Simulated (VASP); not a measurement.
# AlAu2 (I4/mmm) in VASP: a series of runs, part 3 of 3

VASP 6.6.1. The steps go on from the part before.

### Step 6. Single point, LDA (c/a of the conventional cell at fixed volume 2.4801)

The input, INCAR:

```
ALGO = Fast
EDIFF = 1E-6
ENCUT = 520
ISIF = 2
ISMEAR = 0
LASPH = True
LCHARG = False
LREAL = False
LWAVE = False
NBANDS = 20
NELM = 80
PREC = Accurate
SIGMA = 0.15
```

The input, KPOINTS:

```
k-points
0
Gamma
  16 16 16
```

The input, POSCAR:

```
AlAu2
1.0
   -1.6827788245      1.6827788245      4.1734597627
    1.6827788245     -1.6827788245      4.1734597627
    1.6827788245      1.6827788245     -4.1734597627
Al Au
1 2
Direct
    0.0000000000      0.0000000000      0.0000000000
    0.6685935503      0.6685935503      0.0000000000
    0.3314064497      0.3314064497      0.0000000000
```

Potentials or basis: VASP PAW LDA potentials, release 64 (Al, Au).

On the command line:

```sh
cat potpaw_LDA.64/Al/POTCAR potpaw_LDA.64/Au/POTCAR > POTCAR
mpirun -np 1 vasp_std > vasp.out
```

OUTCAR:

```text
EDIFF = 1E-6
   ENCUT = 520
   ISIF = 2
   ISMEAR = 0
   LASPH = True
   LREAL = False
   NELM = 80
   PREC = Accurate

 ion  position               nearest neighbor table
   1  0.000  0.000  0.000-   2 2.76   2 2.76   2 2.76   3 2.76   2 2.76   3 2.76   3 2.76   3 2.76
                             2 2.77   3 2.77
   2  0.669  0.669  0.000-   3 2.74   3 2.74   3 2.74   3 2.74   1 2.76   1 2.76   1 2.76   1 2.76
                             1 2.77   3 2.81
   3  0.331  0.331  0.000-   2 2.74   2 2.74   2 2.74   2 2.74   1 2.76   1 2.76   1 2.76   1 2.76
                             1 2.77   2 2.81

  LATTYP: Found a body centered tetragonal cell.
 ALAT       =     3.3655576490
 C/A-ratio  =     2.4801000000

  Lattice vectors:

 A1 = (  -1.6827788245,   1.6827788245,   4.1734597627)
 A2 = (   1.6827788245,  -1.6827788245,   4.1734597627)
 A3 = (   1.6827788245,   1.6827788245,  -4.1734597627)

Analysis of symmetry for initial positions (statically):
=====================================================================
 Subroutine PRICEL returns:
 Original cell was already a primitive cell.

 Routine SETGRP: Setting up the symmetry group for a
 body centered tetragonal supercell.

 Subroutine GETGRP returns: Found 16 space group operations
 (whereof 16 operations were pure point group operations)
 out of a pool of 16 trial point group operations.

The static configuration has the point symmetry D_4h.

Analysis of symmetry for dynamics (positions and initial velocities):
=====================================================================
 Subroutine PRICEL returns:
 Original cell was already a primitive cell.

 Routine SETGRP: Setting up the symmetry group for a
 body centered tetragonal supercell.

 Subroutine GETGRP returns: Found 16 space group operations
 (whereof 16 operations were pure point group operations)
 out of a pool of 16 trial point group operations.

The dynamic configuration has the point symmetry D_4h.

 Subroutine INISYM returns: Found 16 space group operations
 (whereof 16 operations are pure point group operations),
 and found     1 'primitive' translations

----------------------------------------------------------------------------------------

                                     Primitive cell

  volume of cell :      47.2727

  direct lattice vectors                    reciprocal lattice vectors
    -1.682778824  1.682778824  4.173459763     0.000000000  0.297127580  0.119804677
     1.682778824 -1.682778824  4.173459763     0.297127580  0.000000000  0.119804677
     1.682778824  1.682778824 -4.173459763     0.297127580  0.297127580  0.000000000

  length of vectors
     4.804295530  4.804295530  4.804295530     0.320371596  0.320371596  0.420201854

  position of ions in fractional coordinates (direct lattice)
     0.000000000  0.000000000  0.000000000
     0.668593550  0.668593550  0.000000000
     0.331406450  0.331406450  0.000000000

  ion indices of the primitive-cell ions
   primitive index   ion index
                 1           1
                 2           2
                 3           3

----------------------------------------------------------------------------------------

 KPOINTS: k-points

Automatic generation of k-mesh.
 Grid dimensions read from file:
 generate k-points for:   16   16   16

 Generating k-lattice:

  Cartesian coordinates                     Fractional coordinates (reciprocal lattice)
     0.000000000  0.018570474  0.007487792     0.062500000  0.000000000  0.000000000
     0.018570474  0.000000000  0.007487792     0.000000000  0.062500000  0.000000000
     0.018570474  0.018570474  0.000000000     0.000000000  0.000000000  0.062500000

  Length of vectors
     0.020023225  0.020023225  0.026262616

  Shift w.r.t. Gamma in fractional coordinates (k-lattice)
     0.000000000  0.000000000  0.000000000

 Subroutine IBZKPT returns following result:
 ===========================================

 Found    349 irreducible k-points:

 Following reciprocal coordinates:
            Coordinates               Weight
  0.000000  0.000000  0.000000      1.000000
  0.062500 -0.000000  0.000000      8.000000
  0.125000 -0.000000  0.000000      8.000000
  0.187500 -0.000000  0.000000      8.000000
  0.250000 -0.000000  0.000000      8.000000
  0.312500  0.000000  0.000000      8.000000
[... 16 lines left out ...]
 -0.125000  0.062500 -0.000000     16.000000
 -0.062500  0.062500  0.000000      4.000000
 [... further k-points ...]
   k-points           NKPTS =    349   k-points in BZ     NKDIM =    349   number of bands    NBANDS=     20
   number of dos      NEDOS =    301   number of ions     NIONS =      3
   total plane-waves  NPLWV =  46656
   dimension x,y,z NGX =    36 NGY =   36 NGZ =   36
   dimension x,y,z NGXF=    72 NGYF=   72 NGZF=   72
   ions per type =               1   2
   NGX,Y,Z   is equivalent  to a cutoff of  12.46, 12.46, 12.46 a.u.
   NGXF,Y,Z  is equivalent  to a cutoff of  24.91, 24.91, 24.91 a.u.
 SYSTEM =  unknown system
   PREC   = accura    normal or accurate (medium, high low for compatibility)
   ISTART =      0    job   : 0-new  1-cont  2-samecut
   ICHARG =      2    charge: 1-file 2-atom 10-const
   ISPIN  =      1    spin polarized calculation?
   LNONCOLLINEAR =      F non collinear calculations
   LSORBIT =      F    spin-orbit coupling
   LASPH  =      T    aspherical Exc in radial PAW
   ENCUT  =  520.0 eV  38.22 Ry    6.18 a.u.   8.93  8.93  8.93*2*pi/ulx,y,z
   NELM   =     80;   NELMIN=  2; NELMDL= -5     # of ELM steps
   EDIFF  = 0.1E-05   stopping-criterion for ELM
   LREAL  =      F    real-space projection
   EDIFFG = 0.1E-04   stopping-criterion for IOM
   NSW    =      0    number of steps for IOM
   IBRION =     -1    ionic relax: 0-MD 1-quasi-New 2-CG
   NFREE  =      0    steps in history (QN), initial steepest desc. (CG)
   ISIF   =      2    stress and relaxation
   ISYM   =      2    0-nonsym 1-usesym 2-fastsym
   POTIM  = 0.5000    time-step for ionic-motion
   TEBEG  =    0.0;   TEEND  =   0.0 temperature during run
   PSTRESS=    0.0 pullay stress
   NELECT =      25.0000    total number of electrons
   NUPDOWN=      -1.0000    fix difference up-down
   EMIN   =  10.00;   EMAX   =-10.00  energy-range for DOS
   EFERMI =   0.00;   METHOD = LEGACY
   ISMEAR =     0;   SIGMA  =   0.15  broadening in eV -4-tet -1-fermi 0-gaus
   EFERMI_NEDOS =   21; number of points for ismear=-14 and -15
   IALGO  =     68    algorithm
   IMIX   =      4    mixing-type and parameters
     AMIX     =   0.40;   BMIX     =  1.00
     AMIX_MAG =   1.60;   BMIX_MAG =  1.00
  volume/ion in A,a.u.               =      15.76       106.34
  Fermi-wavevector in a.u.,A,eV,Ry     =   1.323888  2.501786 23.846668  1.752681
  Thomas-Fermi vector in A             =   2.453463
   LORBIT       =      0    0 simple, 1 ext, 2 COOP (PROOUT), +10 PAW based schemes
   GGA     = CA    functional components
   LHFCALC =     F    Hartree Fock is set to
   AEXX    =    0.0000 exact exchange contribution
   IVDW    =     0    specifies the selected vdW correction
   LEPSILON=     F    determine dielectric tensor
   LRPA    =     F    only Hartree local field effects (RPA)
 non-spin polarized calculation
 RMM-DIIS sequential band-by-band and
 Gauss-broadening in eV      SIGMA  =   0.15
  energy-cutoff  :      520.00
  volume of cell :       47.27
 maximum number of plane-waves:      1292
   NGX = 17   NGY = 17   NGZ = 17

 number of electron      25.0000000 magnetization

 Free energy of the ion-electron system (eV)
  ---------------------------------------------------
  ext. energy  EPLUGINS =         0.00000000
  ---------------------------------------------------
  free energy    TOTEN  =       -14.08627474 eV

  energy without entropy =      -14.07793945  energy(sigma->0) =      -14.08210709

 E-fermi :  10.1351     XC(G=0): -12.4668

 val. band max:       10.1332469303   @ k =  -0.1875   0.0625  -0.0000
 cond. band min:      10.1371866616   @ k =   0.0625   0.0625   0.0625
 fundamental gap:      0.0039397313
 Fermi energy:        10.1351210412

 k-point     1 :       0.0000    0.0000    0.0000
  band No.  band energies     occupation
      1      -1.1172      2.00000
      2       3.2509      2.00000
      3       3.2576      2.00000
      4       4.3700      2.00000
      5       4.5266      2.00000
      6       5.0810      2.00000
[... 12 lines left out ...]
     19      17.2164      0.00000
     20      18.7434      0.00000
[... 507 lines left out ...]
 k-point    24 :      -0.0625    0.0625    0.0000
  band No.  band energies     occupation
      1      -0.9948      2.00000
      2       3.2990      2.00000
      3       3.3028      2.00000
      4       4.1360      2.00000
      5       4.4953      2.00000
      6       4.8564      2.00000
[... 12 lines left out ...]
     19      17.9913      0.00000
     20      19.9699      0.00000

 [... further k-points ...]
[... 5 lines left out ...]
  --------------------------------------------------------------------------------------
  -------------------------------------------------------------------------------------
  Total        1.0654288      1.0654288     -0.1628341      0.0000000      0.0000000      0.0000000
  in kB       36.1097688     36.1097688     -5.5188126      0.0000000      0.0000000      0.0000000
  external PRESSURE =      22.2335750 kB  Pullay stress =       0.0000000 kB

 VOLUME and BASIS-vectors are now :
 -----------------------------------------------------------------------------
  energy-cutoff  :      520.00
  volume of cell :       47.27
      direct lattice vectors                 reciprocal lattice vectors
    -1.682778824  1.682778824  4.173459763     0.000000000  0.297127580  0.119804677
     1.682778824 -1.682778824  4.173459763     0.297127580  0.000000000  0.119804677
     1.682778824  1.682778824 -4.173459763     0.297127580  0.297127580  0.000000000

 POSITION                                       TOTAL-FORCE (eV/Angst)
 -----------------------------------------------------------------------------------
      0.00000      0.00000      0.00000        -0.000000     -0.000000     -0.000000
      0.00000      0.00000      5.58070         0.000000      0.000000     -1.084519
      0.00000      0.00000      2.76622        -0.000000     -0.000000      1.084519
 -----------------------------------------------------------------------------------
    total drift:                                0.000000     -0.000000      0.000000

  FREE ENERGIE OF THE ION-ELECTRON SYSTEM (eV)
  ---------------------------------------------------
  free  energy   TOTEN  =       -14.0862747350 eV

  energy  without entropy=      -14.0779394507  energy(sigma->0) =      -14.08210709
```

stdout:

```text
POSCAR found type information on POSCAR AlAu
 POSCAR found :  2 types and       3 ions
 scaLAPACK will be used
 LDA part: xc-table for (Slater(with rela. corr.)+CA(PZ))
 , standard interpolation
 POSCAR, INCAR and KPOINTS ok, starting setup
 FFT: planning ... GRIDC
 FFT: planning ... GRID_SOFT
 FFT: planning ... GRID
 WAVECAR not read
 entering main loop
```

Run time: 4.7 min. Hardware: 1 thread of Intel Xeon 6975P-C (Granite Rapids), shared host; peak memory 0.4 GiB.

Results:

| Property | Result |
| --- | --- |
| Free energy | -14.0863 eV |
| Pressure | 2.2 GPa |
| Largest force | 1.085 eV/Å |

Forces in eV/Å, atoms in the order of the input:
```
Al   0.000  0.000  0.000
Au   0.000  0.000 -1.085
Au   0.000  0.000  1.085
```

Levels at points of the mesh, in eV from the Fermi level:
```
           k point  band 11  band 12  band 13  band 14  band 15  band 16
(0.00, 0.00, 0.00)    -3.14    -0.05     1.67     6.18     6.18     6.31
(0.50, 0.00, 0.00)    -3.10    -2.93    -2.10     2.18     7.12     7.89
(0.50, 0.50, 0.00)    -3.23    -1.43     0.60     0.85     2.30     2.54
(0.50, 0.50, 0.50)    -3.35    -2.96     2.35     2.35     6.83     7.19
```

Caveat: spin-orbit coupling is left out, which moves the levels of the heavy elements; forces of over 1 eV/Å act on the atoms, so gaps and moduli don't describe the material at rest.

### Step 7. Overview

| cell | further INCAR settings | gap on the mesh (eV) | pressure (GPa) | largest force (eV/Å) |
| --- | --- | --- | --- | --- |
| a = 4.919 Å, angles 140.7, 140.7, 56.7°, 3 atoms | ALGO = Fast; EDIFF = 1e-06; NBANDS = 20 | none | 4.3 | 2.53 |
| a = 4.804 Å, angles 139.0, 139.0, 59.4°, 3 atoms | ALGO = Fast; EDIFF = 1e-06; NBANDS = 20 | none | 2.2 | 1.08 |
| a = 4.804 Å, angles 139.0, 139.0, 59.4°, 3 atoms | ALGO = Fast; EDIFF = 1e-07; NBANDS = 20 | none | 7.7 | 3.85 |

Some of these runs hold the atoms at other places in the same cell, which the table doesn't show; runs alike in all that it shows share one row.

Alike in all rows: task single point; level LDA; potentials or basis VASP PAW LDA potentials, release 64 (Al, Au); no spin polarisation; k mesh 16 × 16 × 16; cutoff (eV) 520; smearing gaussian 0.15 eV.

Caveats: spin-orbit coupling is left out, which moves the levels of the heavy elements; forces of over 1 eV/Å act on the atoms, so gaps and moduli don't describe the material at rest.

Absolute energies hang on the potentials; compare differences alone.
